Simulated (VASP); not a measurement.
Input of a VASP 6.6.1 run:

File INCAR:

```
SYSTEM = Na
PREC = Accurate
ENCUT = 520
EDIFF = 1E-6
ISMEAR = -1
SIGMA = 0.05
LREAL = .FALSE.
LASPH = .TRUE.
NELM = 100
ALGO = Normal
ISIF = 2
LWAVE = .FALSE.
LCHARG = .FALSE.
GGA = PS
NBANDS = 10
```

Contents of KPOINTS:

```
regular mesh
0
G
  12 12 12
  0 0 0
```

The input POSCAR:

```
Na
1.0
   -2.0746412990      2.0746412990      2.0746412990
    2.0746412990     -2.0746412990      2.0746412990
    2.0746412990      2.0746412990     -2.0746412990
Na
1
Direct
    0.0000000000      0.0000000000      0.0000000000
```

Potentials or basis: VASP PAW PBE potentials, release 64 (Na_pv).

The run is started by

```console
$ cat potpaw_PBE.64/Na_pv/POTCAR > POTCAR
$ mpirun -np 1 vasp_std > vasp.out
```

(1) Estimate the pressure.

## Answers

(1) 0.1 GPa.

Caveat: the PAW data sets were made with another functional, which shifts forces and pressure a little.
